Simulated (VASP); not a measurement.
# Ta18N18O (a cell with a defect) in VASP: single point with PBEsol

Aim: the single point of Ta18N18O (a cell with a defect) with PBEsol.

All numbers are computed with VASP 6.6.1; they aren't measurements. Logs are shortened: lines on timing, memory, paths and dates and some standing lists are left out, and cuts for length are marked.

## (1) The cell of the first run

The cell holds a defect, 37 atoms: a = 8.969 Å, b = 8.969 Å, c = 5.792 Å, α = 90.00°, β = 90.00°, γ = 120.00°.

## (2) Single point, PBEsol

The input, INCAR:

```
PREC = Accurate
ENCUT = 520
EDIFF = 1E-6
ISMEAR = 1
SIGMA = 0.1
LREAL = Auto
LASPH = True
NELM = 120
ALGO = Normal
ISIF = 2
LWAVE = False
LCHARG = False
GGA = PS
NBANDS = 171
GGA_COMPAT = False
```

The input, KPOINTS:

```
Automatic mesh
0
Gamma
  2 2 3
```

The input, POSCAR:

```
Ta18N18O
1.0
    7.7675072900      4.4845723700      0.0000000000
   -7.7675072400      4.4845724600      0.0000000000
    0.0000000000      0.0000000000      5.7917586500
Ta N O
18 18 1
Direct
    0.0039014225      0.0073557365     -0.0079088662
    0.3337908090      0.6671329093     -0.0005065338
    0.6653541876      0.3302651190     -0.0014061512
    0.0025286225      0.6623505546      0.2497307614
    0.3330664145      0.3337005075      0.2497333851
    0.6666670259     -0.0009574523      0.2497334684
    0.0010812599      0.3337023247      0.2497310129
    0.3328206731     -0.0009592567      0.2497339727
    0.6602702481      0.6623534580      0.2497344114
    0.0039004300      0.0073547892      0.5073748852
    0.3337903354      0.6671336260      0.4999705333
    0.6653564959      0.3302639947      0.5008709800
   -0.0001524687      0.6665217958      0.7497311554
    0.3336104259      0.3334994413      0.7497329918
    0.6658414186      0.0011685848      0.7497323135
    0.0003357577      0.3335003914      0.7497315419
    0.3357755390      0.0011674586      0.7497347579
    0.6671226075      0.6665204203      0.7497333654
    0.1370298929      0.8711051718     -0.0077295133
    0.4644654285      0.5353209645     -0.0016895055
    0.7989464136      0.2018609497      0.0000188809
    0.0713049078      0.5353227995     -0.0016940617
    0.4033568737      0.2018597910      0.0000199792
    0.7345249665      0.8711060587     -0.0077314196
    0.1338365415      0.2672262934     -0.0004446777
    0.4650518195      0.9296554071      0.0010484633
    0.7946451523      0.5888439226     -0.0026432728
    0.1370300594      0.8711067387      0.5071982324
    0.4644658918      0.5353218615      0.5011564579
    0.7989483825      0.2018600435      0.4994474899
    0.0713046006      0.5353217444      0.5011545085
    0.4033581256      0.2018588138      0.4994488972
    0.7345232174      0.8711038594      0.5071910691
    0.1338353927      0.2672259836      0.4999069299
    0.4650527109      0.9296565952      0.4984168538
    0.7946461185      0.5888430538      0.5021095015
   -0.0830766023     -0.1666014917      0.2497333645
```

Potentials or basis: VASP PAW PBE potentials, release 64 (Ta_pv, N, O).

Run with:

```sh
cat potpaw_PBE.64/Ta_pv/POTCAR potpaw_PBE.64/N/POTCAR potpaw_PBE.64/O/POTCAR > POTCAR
mpirun -np 1 vasp_std > vasp.out
```

OUTCAR:

```text
PREC = Accurate
   ENCUT = 520
   EDIFF = 1E-6
   ISMEAR = 1
   LREAL = Auto
   LASPH = True
   NELM = 120
   ISIF = 2
   GGA = PS

 ion  position               nearest neighbor table
   1  0.004  0.007  0.992-  37 2.01  25 2.02  24 2.09  19 2.09  10 2.81  10 2.98  14 3.26  16 3.26
                             5 3.30   7 3.30  15 3.32  17 3.32   8 3.34   6 3.34  18 3.35  13 3.35
   2  0.334  0.667  0.999-  22 2.04  20 2.04  26 2.04  11 2.89  11 2.90   9 3.29   4 3.29   6 3.31
                             8 3.31  17 3.32  15 3.32   7 3.32   5 3.32  14 3.32  16 3.32  18 3.32
   3  0.665  0.330  0.999-  27 2.01  21 2.04  23 2.04  12 2.88  12 2.91  17 3.29  15 3.29   6 3.31
                             8 3.31  14 3.32  16 3.32   5 3.33   7 3.33   4 3.34   9 3.34  18 3.34
   4  0.003  0.662  0.250-  37 2.03  22 2.12  31 2.12  27 2.20  36 2.20  19 2.22  28 2.22  13 2.90
                            13 2.90   7 2.94   8 2.99   9 3.07  11 3.29   2 3.29   3 3.34  12 3.34
   5  0.333  0.334  0.250-  34 2.14  25 2.14  23 2.15  32 2.15  20 2.16  29 2.16  14 2.90  14 2.90
                             9 2.94   7 2.98   8 3.00   1 3.30  10 3.30   2 3.32  11 3.32   3 3.33
   6  0.667  0.999  0.250-  35 2.15  26 2.15  33 2.15  24 2.15  30 2.16  21 2.16  15 2.90  15 2.90
                             9 2.99   8 2.99   7 3.00  12 3.31   3 3.31  11 3.31   2 3.31  10 3.34
   7  0.001  0.334  0.250-  34 2.14  25 2.14  21 2.15  30 2.15  31 2.16  22 2.16  16 2.90  16 2.90
                             4 2.94   5 2.98   6 3.00   1 3.30  10 3.30   2 3.32  11 3.32  12 3.33
   8  0.333  0.999  0.250-  35 2.15  26 2.15  19 2.15  28 2.15  32 2.16  23 2.16  17 2.90  17 2.90
                             4 2.99   6 2.99   5 3.00  12 3.31   3 3.31  11 3.31   2 3.31  10 3.34
   9  0.660  0.662  0.250-  37 2.03  29 2.12  20 2.12  27 2.20  36 2.20  33 2.22  24 2.22  18 2.90
[... 22 lines left out ...]
  22  0.071  0.535  0.998-   2 2.04   4 2.12  16 2.15  13 2.15   7 2.16
  23  0.403  0.202  0.000-   3 2.04  17 2.15  14 2.15   5 2.15   8 2.16
  24  0.735  0.871  0.992-   1 2.09  15 2.11  18 2.14   6 2.15   9 2.22
[... 10 lines left out ...]
  35  0.465  0.930  0.498-  11 2.04   6 2.15   8 2.15  15 2.15  17 2.15
  36  0.795  0.589  0.502-  12 2.01  13 2.16  18 2.16   4 2.20   9 2.20
  37  0.917  0.833  0.250-  10 2.01   1 2.01   9 2.03   4 2.03

  LATTYP: Found a hexagonal cell.
 ALAT       =     8.9691448222
 C/A-ratio  =     0.6457425724

  Lattice vectors:

 A1 = (   7.7675072900,   4.4845723700,   0.0000000000)
 A2 = (  -7.7675072400,   4.4845724600,   0.0000000000)
 A3 = (   0.0000000000,   0.0000000000,   5.7917586500)

Analysis of symmetry for initial positions (statically):
=====================================================================
 Subroutine PRICEL returns:
 Original cell was already a primitive cell.

 Routine SETGRP: Setting up the symmetry group for a
 hexagonal supercell.

 Subroutine GETGRP returns: Found  4 space group operations
 (whereof  1 operations were pure point group operations)
 out of a pool of 24 trial point group operations.

The static configuration has the point symmetry C_1 .
 The point group associated with its full space group is C_2v.

Analysis of symmetry for dynamics (positions and initial velocities):
=====================================================================
 Subroutine PRICEL returns:
 Original cell was already a primitive cell.

 Routine SETGRP: Setting up the symmetry group for a
 hexagonal supercell.

 Subroutine GETGRP returns: Found  4 space group operations
 (whereof  1 operations were pure point group operations)
 out of a pool of 24 trial point group operations.

The dynamic configuration has the point symmetry C_1 .
 The point group associated with its full space group is C_2v.

 Subroutine INISYM returns: Found  4 space group operations
 (whereof  1 operations are pure point group operations),
 and found     1 'primitive' translations

----------------------------------------------------------------------------------------

                                     Primitive cell

  volume of cell :     403.4996

  direct lattice vectors                    reciprocal lattice vectors
     7.767507290  4.484572370  0.000000000     0.064370716  0.111493349  0.000000000
    -7.767507240  4.484572460  0.000000000    -0.064370715  0.111493350  0.000000000
     0.000000000  0.000000000  5.791758650     0.000000000  0.000000000  0.172659128

  length of vectors
     8.969144822  8.969144824  5.791758650     0.128741431  0.128741431  0.172659128

  position of ions in fractional coordinates (direct lattice)
     0.003901423  0.007355737  0.992091134
     0.333790809  0.667132909  0.999493466
     0.665354188  0.330265119  0.998593849
     0.002528623  0.662350555  0.249730761
     0.333066415  0.333700507  0.249733385
     0.666667026  0.999042548  0.249733468
[... 29 lines left out ...]
     0.794646118  0.588843054  0.502109502
     0.916923398  0.833398508  0.249733365

  ion indices of the primitive-cell ions
   primitive index   ion index
                 1           1
                 2           2
                 3           3
                 4           4
                 5           5
                 6           6
[... 29 lines left out ...]
                36          36
                37          37

----------------------------------------------------------------------------------------

 KPOINTS: Automatic mesh

Automatic generation of k-mesh.
 Grid dimensions read from file:
 generate k-points for:    2    2    3

 Generating k-lattice:

  Cartesian coordinates                     Fractional coordinates (reciprocal lattice)
     0.032185358  0.055746675  0.000000000     0.500000000  0.000000000  0.000000000
    -0.032185357  0.055746675  0.000000000     0.000000000  0.500000000  0.000000000
     0.000000000  0.000000000  0.057553043     0.000000000  0.000000000  0.333333333

  Length of vectors
     0.064370715  0.064370715  0.057553043

  Shift w.r.t. Gamma in fractional coordinates (k-lattice)
     0.000000000  0.000000000  0.000000000

 Subroutine IBZKPT returns following result:
 ===========================================

 Found      6 irreducible k-points:

 Following reciprocal coordinates:
            Coordinates               Weight
  0.000000  0.000000  0.000000      1.000000
  0.500000 -0.000000  0.000000      2.000000
  0.000000  0.500000  0.000000      1.000000
  0.000000  0.000000  0.333333      2.000000
  0.500000 -0.000000  0.333333      4.000000
  0.000000  0.500000  0.333333      2.000000
   k-points           NKPTS =      6   k-points in BZ     NKDIM =      6   number of bands    NBANDS=    171
   number of dos      NEDOS =    301   number of ions     NIONS =     37
   total plane-waves  NPLWV = 235200
   dimension x,y,z NGX =    70 NGY =   70 NGZ =   48
   dimension x,y,z NGXF=   140 NGYF=  140 NGZF=   96
   ions per type =              18  18   1
   NGX,Y,Z   is equivalent  to a cutoff of  12.97, 12.97, 13.78 a.u.
   NGXF,Y,Z  is equivalent  to a cutoff of  25.95, 25.95, 27.56 a.u.
 SYSTEM =  unknown system
   PREC   = accura    normal or accurate (medium, high low for compatibility)
   ISTART =      0    job   : 0-new  1-cont  2-samecut
   ICHARG =      2    charge: 1-file 2-atom 10-const
   ISPIN  =      1    spin polarized calculation?
   LNONCOLLINEAR =      F non collinear calculations
   LSORBIT =      F    spin-orbit coupling
   LASPH  =      T    aspherical Exc in radial PAW
   ENCUT  =  520.0 eV  38.22 Ry    6.18 a.u.  16.68 16.68 10.77*2*pi/ulx,y,z
   NELM   =    120;   NELMIN=  2; NELMDL= -5     # of ELM steps
   EDIFF  = 0.1E-05   stopping-criterion for ELM
   LREAL  =      T    real-space projection
   EDIFFG = 0.1E-04   stopping-criterion for IOM
   NSW    =      0    number of steps for IOM
[... 5 lines left out ...]
   TEBEG  =    0.0;   TEEND  =   0.0 temperature during run
   PSTRESS=    0.0 pullay stress
   NELECT =     294.0000    total number of electrons
   NUPDOWN=      -1.0000    fix difference up-down
   EMIN   =  10.00;   EMAX   =-10.00  energy-range for DOS
   EFERMI =   0.00;   METHOD = LEGACY
   ISMEAR =     1;   SIGMA  =   0.10  broadening in eV -4-tet -1-fermi 0-gaus
   EFERMI_NEDOS =   21; number of points for ismear=-14 and -15
   IALGO  =     38    algorithm
   IMIX   =      4    mixing-type and parameters
     AMIX     =   0.40;   BMIX     =  1.00
     AMIX_MAG =   1.60;   BMIX_MAG =  1.00
  volume/ion in A,a.u.               =      10.91        73.59
  Fermi-wavevector in a.u.,A,eV,Ry     =   1.473136  2.783824 29.526413  2.170130
  Thomas-Fermi vector in A             =   2.588066
   LORBIT       =      0    0 simple, 1 ext, 2 COOP (PROOUT), +10 PAW based schemes
   GGA     = PS    functional components
   LHFCALC =     F    Hartree Fock is set to
   AEXX    =    0.0000 exact exchange contribution
   IVDW    =     0    specifies the selected vdW correction
   LEPSILON=     F    determine dielectric tensor
   LRPA    =     F    only Hartree local field effects (RPA)
 non-spin polarized calculation
 Methfessel and Paxton  Order N= 1 SIGMA  =   0.10
  energy-cutoff  :      520.00
  volume of cell :      403.50
 maximum number of plane-waves:     10872
 NGX is ok and might be reduce to    70
   NGX = 33   NGY = 33   NGZ = 21

 number of electron     293.9999989 magnetization

 Free energy of the ion-electron system (eV)
  ---------------------------------------------------
  ext. energy  EPLUGINS =         0.00000000
  ---------------------------------------------------
  free energy    TOTEN  =      -436.01814083 eV

  energy without entropy =     -436.02083869  energy(sigma->0) =     -436.01904012

 E-fermi :   8.4735     XC(G=0): -13.3116

 val. band max:        8.3565438253   @ k =   0.0000   0.5000   0.0000
 cond. band min:       8.5655595559   @ k =   0.0000   0.0000   0.3333
 fundamental gap:      0.2090157306
 Fermi energy:         8.4735013601

 k-point     1 :       0.0000    0.0000    0.0000
  band No.  band energies     occupation
      1     -28.1430      2.00000
      2     -28.0878      2.00000
      3     -28.0631      2.00000
      4     -28.0195      2.00000
      5     -27.9681      2.00000
      6     -27.9577      2.00000
[... 961 lines left out ...]
    158       9.8440     -0.00000
    159       9.9754     -0.00000
 [bands above 159 left out]

------------------------ aborting loop because EDIFF is reached ----------------------------------------

  FORCE on cell =-STRESS in cart. coord.  units (eV):
  Direction    XX          YY          ZZ          XY          YZ          ZX
  --------------------------------------------------------------------------------------
  -------------------------------------------------------------------------------------
  Total       14.2659275     15.4404329     12.3349406     -1.0171515      0.0000000      0.0000000
  in kB       56.6457633     61.3093755     48.9783876     -4.0388065      0.0000000      0.0000000
  external PRESSURE =      55.6445088 kB  Pullay stress =       0.0000000 kB

 VOLUME and BASIS-vectors are now :
 -----------------------------------------------------------------------------
  energy-cutoff  :      520.00
  volume of cell :      403.50
      direct lattice vectors                 reciprocal lattice vectors
     7.767507290  4.484572370  0.000000000     0.064370716  0.111493349  0.000000000
    -7.767507240  4.484572460  0.000000000    -0.064370715  0.111493350  0.000000000
     0.000000000  0.000000000  5.791758650     0.000000000  0.000000000  0.172659128

 POSITION                                       TOTAL-FORCE (eV/Angst)
 -----------------------------------------------------------------------------------
     -0.02683      0.05048      5.74595        -0.014386      0.024918     -0.064081
     -2.58924      4.48871      5.78882         0.000632     -0.001095     -0.000544
      2.60281      4.46493      5.78361         0.006261     -0.010845     -0.001359
     -5.12517      2.98170      1.44638         0.065764     -0.007691     -0.000000
     -0.00493      2.99016      1.44640        -0.001585      0.004026     -0.000000
     -2.58173      7.47000      1.44640         0.003390      0.000145     -0.000000
[... 29 lines left out ...]
      1.59858      6.20436      2.90810        -0.009281      0.016076     -0.005238
      0.64878      7.84945      1.44640        -0.001834      0.003176     -0.000000
 -----------------------------------------------------------------------------------
    total drift:                                0.050345      0.051457      0.069690

  FREE ENERGIE OF THE ION-ELECTRON SYSTEM (eV)
  ---------------------------------------------------
  free  energy   TOTEN  =      -436.0181408306 eV

  energy  without entropy=     -436.0208386913  energy(sigma->0) =     -436.01904012
```

Run time: 39 min. Hardware: 1 thread of Intel Xeon 8259CL, shared host; peak memory 0.7 GiB.

Results:

| Item | Value |
| --- | --- |
| Free energy | -436.0181 eV |
| Pressure | 5.6 GPa |
| Largest force | 0.070 eV/Å |
| Band gap on the k mesh | 0.21 eV |

Forces in eV/Å, atoms in the order of the input:
```
Ta  -0.014  0.025 -0.064
Ta   0.001 -0.001 -0.001
Ta   0.006 -0.011 -0.001
Ta   0.066 -0.008  0.000
Ta  -0.002  0.004  0.000
Ta   0.003  0.000  0.000
Ta  -0.003  0.003  0.000
Ta  -0.002 -0.003  0.000
Ta  -0.026 -0.061  0.000
Ta  -0.014  0.025  0.064
Ta   0.001 -0.001  0.001
Ta   0.006 -0.011  0.001
Ta  -0.006 -0.004  0.000
Ta   0.002  0.002  0.000
Ta  -0.018  0.001  0.000
Ta  -0.003 -0.001  0.000
Ta   0.008  0.016  0.000
Ta   0.006  0.003  0.000
N   -0.004 -0.008  0.006
N    0.006 -0.004 -0.006
N    0.006  0.001  0.002
N    0.001 -0.007 -0.006
N   -0.004 -0.005  0.002
N    0.009 -0.001  0.006
N   -0.008  0.014  0.002
N   -0.001  0.002  0.002
N   -0.009  0.016  0.005
N   -0.004 -0.008 -0.006
N    0.006 -0.004  0.006
N    0.006  0.001 -0.002
N    0.001 -0.007  0.006
N   -0.004 -0.005 -0.002
N    0.009 -0.001 -0.006
N   -0.008  0.014 -0.002
N   -0.001  0.002 -0.002
N   -0.009  0.016 -0.005
O   -0.002  0.003  0.000
```

Stress tensor (GPa, compression positive):
```
 5.66 -0.40  0.00
-0.40  6.13  0.00
 0.00  0.00  4.90
```

Caveat: the PAW data sets were made with another functional, which shifts forces and pressure a little; spin-orbit coupling is left out, which moves the levels of the heavy elements.
